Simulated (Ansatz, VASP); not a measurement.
# Fe: VASP beside Ansatz

```xyz
1
Lattice="-1.3948 1.3948 1.3948 1.3948 -1.3948 1.3948 1.3948 1.3948 -1.3948" Properties=species:S:1:pos:R:3 pbc="T T T"
Fe    0.0000    0.0000    0.0000
```

Alike in both runs: task single point; functional r2SCAN; k mesh 22 × 22 × 22; occupations gaussian, width 0.05 eV; collinear spin.

|  | VASP | Ansatz |
| --- | --- | --- |
| version | VASP 6.6.1 | Ansatz 0.2.0 |
| potentials or method | VASP PAW PBE potentials, release 64 (Fe), cutoff 520 eV | scalar-relativistic, plane waves, PAW |
| valence electrons in the cell | 8 | 16 |

|  | VASP | Ansatz | Ansatz less VASP |
| --- | --- | --- | --- |
| gap on the k mesh at the Fermi level (eV) | none | none | - |
| pressure (GPa) | 16.1 | 16.5 | +0.40 |
| net moment per atom (μB) | 2.53 | 2.53 | 0.000 |
| size of the moment on the site where the two differ most (μB) | 2.58 | 2.67 | +0.095 |

VASP's potentials were made for PBE, not for r2SCAN. Site moments also hang on the region over which each program counts them. A gap of «none» marks a metal or a gap that the smearing closes. With one functional, cell and mesh, what is left measures potentials, basis and numerics. VASP's potentials hold 8 valence electrons a cell and Ansatz's 16, so a difference there can come from the potentials and not from the codes. Ansatz's warnings: stability check not made.
